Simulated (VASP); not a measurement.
# CS2 in VASP: single point with PBE+D3(BJ)

Aim: the single point of CS2 with PBE+D3(BJ).

Program: VASP 6.6.1. These are calculated values, not measurements. Logs are shortened: lines on timing, memory, paths and dates and some standing lists are left out, and cuts for length are marked.

### 1 The cell of the first run

The cell holds an amorphous packing of atoms, 30 atoms: a = 10.000 Å, b = 10.000 Å, c = 10.000 Å, α = 90.00°, β = 90.00°, γ = 90.00°.

### 2 Single point, PBE+D3(BJ)

INCAR

```
  PREC = Accurate
  ENCUT = 520
  EDIFF = 1E-7
  ISMEAR = -1
  SIGMA = 0.05
  LREAL = Auto
  LASPH = T
  NELM = 60
  ALGO = Normal
  ISIF = 2
  LWAVE = F
  LCHARG = T
  GGA = PE
  IVDW = 12
  LELF = T
  LVHAR = T
  NBANDS = 101
```

KPOINTS

```
Automatic mesh
0
Gamma
  1 1 1
```

POSCAR

```
CS2
1.0
   10.0000000000      0.0000000000      0.0000000000
    0.0000000000     10.0000000000      0.0000000000
    0.0000000000      0.0000000000     10.0000000000
S C
20 10
Direct
    0.2732603372      0.5666624090      0.9324580594
    0.1636293703      0.7103138152      0.6783532591
    0.7713270853      0.8532579903      0.6503958527
    1.0099701310      1.0485319901      0.6010593733
    0.8611314336      0.5023454250      1.0099451387
    0.8768043574      0.4047313007      0.7132344571
    0.5137192820     -0.1479127806     -0.0852837522
    0.6232680638      0.0569925302      0.1236034334
    0.6616736430      0.2290674004      0.4817931703
    0.9059598996      0.2641398168      0.2901152299
    0.2078505752      0.8785474553      0.1510279251
   -0.0598883334      0.8683826748     -0.0103417526
    0.5268971068      0.5808948505      0.5595068267
    0.5585412706      0.6699321150      0.2613152169
    0.4812385489      0.2517687347      0.8225329614
    0.2431104414      0.3308020225      0.6359614430
    0.3942672094     -0.0376074992      0.5171908697
    0.3066988223      0.1759436036      0.3064369544
    0.2004679931      0.5215450307      0.3003390266
   -0.0652631675      0.6671614908      0.3778100157
    0.2183602080      0.6389642733      0.8056935540
    0.8901955634      0.9516204059      0.6257413476
    0.8691110338      0.4535260309      0.8616241704
    0.5688835737     -0.0454801343      0.0191410326
    0.7836905061      0.2465559699      0.3859543528
    0.0737761093      0.8740858809      0.0709201186
    0.5428207827      0.6254469020      0.4105017967
    0.3616605958      0.2906303929      0.7292787105
    0.3509076677      0.0697126497      0.4122235874
    0.0670870893      0.5939642530      0.3387225206
```

Potentials or basis: VASP PAW PBE potentials, release 64 (S, C).

On the command line:

```sh
> cat potpaw_PBE.64/S/POTCAR potpaw_PBE.64/C/POTCAR > POTCAR
> mpirun -np 1 vasp_gam > vasp.out
```

OUTCAR:

```text
PREC = Accurate
   ENCUT = 520
   EDIFF = 1E-7
   ISMEAR = -1
   LREAL = Auto
   LASPH = T
   NELM = 60
   ISIF = 2
   GGA = PE
   IVDW = 12
 IVDW          = 12

 ion  position               nearest neighbor table
   1  0.273  0.567  0.932-  21 1.56
   2  0.164  0.710  0.678-  21 1.56
   3  0.771  0.853  0.650-  22 1.56
   4  0.010  0.049  0.601-  22 1.56
   5  0.861  0.502  0.010-  23 1.56
   6  0.877  0.405  0.713-  23 1.56
[... 12 lines left out ...]
  19  0.200  0.522  0.300-  30 1.57
  20  0.935  0.667  0.378-  30 1.56
  21  0.218  0.639  0.806-   2 1.56   1 1.56
  22  0.890  0.952  0.626-   4 1.56   3 1.56
  23  0.869  0.454  0.862-   5 1.56   6 1.56
  24  0.569  0.955  0.019-   8 1.56   7 1.56
  25  0.784  0.247  0.386-   9 1.56  10 1.56
  26  0.074  0.874  0.071-  11 1.56  12 1.57
  27  0.543  0.625  0.411-  13 1.56  14 1.56
  28  0.362  0.291  0.729-  16 1.56  15 1.57
  29  0.351  0.070  0.412-  17 1.56  18 1.56
  30  0.067  0.594  0.339-  20 1.56  19 1.57

  LATTYP: Found a simple cubic cell.
 ALAT       =    10.0000000000

  Lattice vectors:

 A1 = (  10.0000000000,   0.0000000000,   0.0000000000)
 A2 = (   0.0000000000,  10.0000000000,   0.0000000000)
 A3 = (   0.0000000000,   0.0000000000,  10.0000000000)

Analysis of symmetry for initial positions (statically):
=====================================================================
 Subroutine PRICEL returns:
 Original cell was already a primitive cell.

 Routine SETGRP: Setting up the symmetry group for a
 simple cubic supercell.

 Subroutine GETGRP returns: Found  1 space group operations
 (whereof  1 operations were pure point group operations)
 out of a pool of 48 trial point group operations.

The static configuration has the point symmetry C_1 .

Analysis of symmetry for dynamics (positions and initial velocities):
=====================================================================
 Subroutine PRICEL returns:
 Original cell was already a primitive cell.

 Routine SETGRP: Setting up the symmetry group for a
 simple cubic supercell.

 Subroutine GETGRP returns: Found  1 space group operations
 (whereof  1 operations were pure point group operations)
 out of a pool of 48 trial point group operations.

The dynamic configuration has the point symmetry C_1 .

 Subroutine INISYM returns: Found  1 space group operations
 (whereof  1 operations are pure point group operations),
 and found     1 'primitive' translations

----------------------------------------------------------------------------------------

                                     Primitive cell

  volume of cell :    1000.0000

  direct lattice vectors                    reciprocal lattice vectors
    10.000000000  0.000000000  0.000000000     0.100000000  0.000000000  0.000000000
     0.000000000 10.000000000  0.000000000     0.000000000  0.100000000  0.000000000
     0.000000000  0.000000000 10.000000000     0.000000000  0.000000000  0.100000000

  length of vectors
    10.000000000 10.000000000 10.000000000     0.100000000  0.100000000  0.100000000

  position of ions in fractional coordinates (direct lattice)
     0.273260337  0.566662409  0.932458059
     0.163629370  0.710313815  0.678353259
     0.771327085  0.853257990  0.650395853
     0.009970131  0.048531990  0.601059373
     0.861131434  0.502345425  0.009945139
     0.876804357  0.404731301  0.713234457
[... 22 lines left out ...]
     0.350907668  0.069712650  0.412223587
     0.067087089  0.593964253  0.338722521

  ion indices of the primitive-cell ions
   primitive index   ion index
                 1           1
                 2           2
                 3           3
                 4           4
                 5           5
                 6           6
[... 22 lines left out ...]
                29          29
                30          30

----------------------------------------------------------------------------------------

 KPOINTS: Automatic mesh

Automatic generation of k-mesh.
 Grid dimensions read from file:
 generate k-points for:    1    1    1

 Generating k-lattice:

  Cartesian coordinates                     Fractional coordinates (reciprocal lattice)
     0.100000000  0.000000000  0.000000000     1.000000000  0.000000000  0.000000000
     0.000000000  0.100000000  0.000000000     0.000000000  1.000000000  0.000000000
     0.000000000  0.000000000  0.100000000     0.000000000  0.000000000  1.000000000

  Length of vectors
     0.100000000  0.100000000  0.100000000

  Shift w.r.t. Gamma in fractional coordinates (k-lattice)
     0.000000000  0.000000000  0.000000000

 Subroutine IBZKPT returns following result:
 ===========================================

 Found      1 irreducible k-points:

 Following reciprocal coordinates:
            Coordinates               Weight
  0.000000  0.000000  0.000000      1.000000
   k-points           NKPTS =      1   k-points in BZ     NKDIM =      1   number of bands    NBANDS=    101
   number of dos      NEDOS =    301   number of ions     NIONS =     30
   total plane-waves  NPLWV = 512000
   dimension x,y,z NGX =    80 NGY =   80 NGZ =   80
   dimension x,y,z NGXF=   160 NGYF=  160 NGZF=  160
   ions per type =              20  10
   NGX,Y,Z   is equivalent  to a cutoff of  13.30, 13.30, 13.30 a.u.
   NGXF,Y,Z  is equivalent  to a cutoff of  26.60, 26.60, 26.60 a.u.
 SYSTEM =  unknown system
   PREC   = accura    normal or accurate (medium, high low for compatibility)
   ISTART =      0    job   : 0-new  1-cont  2-samecut
   ICHARG =      2    charge: 1-file 2-atom 10-const
   ISPIN  =      1    spin polarized calculation?
   LNONCOLLINEAR =      F non collinear calculations
   LSORBIT =      F    spin-orbit coupling
   LASPH  =      T    aspherical Exc in radial PAW
   ENCUT  =  520.0 eV  38.22 Ry    6.18 a.u.  18.59 18.59 18.59*2*pi/ulx,y,z
   NELM   =     60;   NELMIN=  2; NELMDL= -5     # of ELM steps
   EDIFF  = 0.1E-06   stopping-criterion for ELM
   LREAL  =      T    real-space projection
   EDIFFG = 0.1E-05   stopping-criterion for IOM
   NSW    =      0    number of steps for IOM
   IBRION =     -1    ionic relax: 0-MD 1-quasi-New 2-CG
   NFREE  =      0    steps in history (QN), initial steepest desc. (CG)
   ISIF   =      2    stress and relaxation
   ISYM   =      2    0-nonsym 1-usesym 2-fastsym
   POTIM  = 0.5000    time-step for ionic-motion
   TEBEG  =    0.0;   TEEND  =   0.0 temperature during run
   PSTRESS=    0.0 pullay stress
   NELECT =     160.0000    total number of electrons
   NUPDOWN=      -1.0000    fix difference up-down
   EMIN   =  10.00;   EMAX   =-10.00  energy-range for DOS
   EFERMI =   0.00;   METHOD = LEGACY
   ISMEAR =    -1;   SIGMA  =   0.05  broadening in eV -4-tet -1-fermi 0-gaus
   EFERMI_NEDOS =   21; number of points for ismear=-14 and -15
   IALGO  =     38    algorithm
   IMIX   =      4    mixing-type and parameters
     AMIX     =   0.40;   BMIX     =  1.00
     AMIX_MAG =   1.60;   BMIX_MAG =  1.00
  volume/ion in A,a.u.               =      33.33       224.94
  Fermi-wavevector in a.u.,A,eV,Ry     =   0.888754  1.679501 10.747016  0.789883
  Thomas-Fermi vector in A             =   2.010225
   LORBIT       =      0    0 simple, 1 ext, 2 COOP (PROOUT), +10 PAW based schemes
   GGA     = PE    functional components
   LHFCALC =     F    Hartree Fock is set to
   AEXX    =    0.0000 exact exchange contribution
   IVDW    =    12    specifies the selected vdW correction
   LEPSILON=     F    determine dielectric tensor
   LRPA    =     F    only Hartree local field effects (RPA)
 non-spin polarized calculation
  energy-cutoff  :      520.00
  volume of cell :     1000.00
 maximum number of plane-waves:     13481
 NGX is ok and might be reduce to    80
   NGX = 37   NGY = 37   NGZ = 37

 number of electron     160.0000001 magnetization

 Free energy of the ion-electron system (eV)
  ---------------------------------------------------
  ext. energy  EPLUGINS =         0.00000000
  ---------------------------------------------------
  free energy    TOTEN  =      -166.43920372 eV

  energy without entropy =     -166.43920372  energy(sigma->0) =     -166.43920372

 E-fermi :  -0.3721     XC(G=0):  -6.4412

 val. band max:       -1.6101721423   @ k =   0.0000   0.0000   0.0000
 cond. band min:       1.4089439835   @ k =   0.0000   0.0000   0.0000
 fundamental gap:      3.0191161258
 Fermi energy:        -0.3720558416

 k-point     1 :       0.0000    0.0000    0.0000
  band No.  band energies     occupation
      1     -16.7386      2.00000
      2     -16.6755      2.00000
      3     -16.6458      2.00000
      4     -16.6444      2.00000
      5     -16.6200      2.00000
      6     -16.6051      2.00000
[... 84 lines left out ...]
     91       1.8826      0.00000
     92       1.9246      0.00000
 [bands above 92 left out]

------------------------ aborting loop because EDIFF is reached ----------------------------------------

 Edisp (eV)   -3.64642

 E8    (eV) :    -1.2302

  FORCE on cell =-STRESS in cart. coord.  units (eV):
  Direction    XX          YY          ZZ          XY          YZ          ZX
  --------------------------------------------------------------------------------------
  -------------------------------------------------------------------------------------
  Total      -6.23570    -3.21883    -6.44120     0.40396     1.05286    -0.75753
  in kB      -9.99069    -5.15714   -10.31995     0.64721     1.68687    -1.21370
  external pressure =       -8.49 kB  Pullay stress =        0.00 kB

 VOLUME and BASIS-vectors are now :
 -----------------------------------------------------------------------------
  energy-cutoff  :      520.00
  volume of cell :     1000.00
      direct lattice vectors                 reciprocal lattice vectors
    10.000000000  0.000000000  0.000000000     0.100000000  0.000000000  0.000000000
     0.000000000 10.000000000  0.000000000     0.000000000  0.100000000  0.000000000
     0.000000000  0.000000000 10.000000000     0.000000000  0.000000000  0.100000000

 POSITION                                       TOTAL-FORCE (eV/Angst)
 -----------------------------------------------------------------------------------
      2.73260      5.66662      9.32458        -0.073613      0.101600     -0.094542
      1.63629      7.10314      6.78353         0.055109     -0.071505      0.144043
      7.71327      8.53258      6.50396         0.171938      0.173139     -0.050058
      0.09970      0.48532      6.01059        -0.206493     -0.179799      0.050635
      8.61131      5.02345      0.09945         0.011084     -0.108359     -0.332566
      8.76804      4.04731      7.13234        -0.026329      0.098646      0.333921
[... 22 lines left out ...]
      3.50908      0.69713      4.12224        -0.003915     -0.015533     -0.002814
      0.67087      5.93964      3.38723         0.007742     -0.010149     -0.008785
 -----------------------------------------------------------------------------------
    total drift:                               -0.004072     -0.024452     -0.001441

  FREE ENERGIE OF THE ION-ELECTRON SYSTEM (eV)
  ---------------------------------------------------
  free  energy   TOTEN  =      -170.0856220127 eV

  energy  without entropy=     -170.0856220126  energy(sigma->0) =     -170.08562201
```

Run time: 3.7 min. Hardware: 1 thread of AMD EPYC 7R13 (Zen 3), shared host; peak memory 0.83 GiB.

Results:

```
Free energy                : -170.0856 eV
Pressure                   : -0.8 GPa
Largest force              : 0.440 eV/Å
Band gap on the k mesh     : 3.02 eV
Dispersion energy per atom : -0.122 eV
```

Forces in eV/Å, atoms in the order of the input:
```
S   -0.074  0.102 -0.095
S    0.055 -0.072  0.144
S    0.172  0.173 -0.050
S   -0.206 -0.180  0.051
S    0.011 -0.108 -0.333
S   -0.026  0.099  0.334
S    0.123  0.196  0.223
S   -0.118 -0.211 -0.189
S    0.256  0.016 -0.197
S   -0.246 -0.062  0.182
S   -0.357 -0.013 -0.204
S    0.386  0.019  0.211
S    0.036  0.113 -0.357
S   -0.040 -0.117  0.371
S   -0.272  0.110 -0.231
S    0.267 -0.087  0.210
S   -0.090  0.256 -0.223
S    0.120 -0.215  0.268
S   -0.352  0.226  0.110
S    0.345 -0.174 -0.107
C   -0.011 -0.019 -0.003
C    0.026  0.009 -0.024
C    0.011  0.006 -0.002
C   -0.002 -0.003 -0.036
C    0.013  0.030 -0.024
C   -0.053 -0.032 -0.039
C    0.002  0.005  0.018
C    0.022 -0.041  0.002
C   -0.004 -0.016 -0.003
C    0.008 -0.010 -0.009
```

Caveat: the k points lie up to 0.63 Å⁻¹ apart.
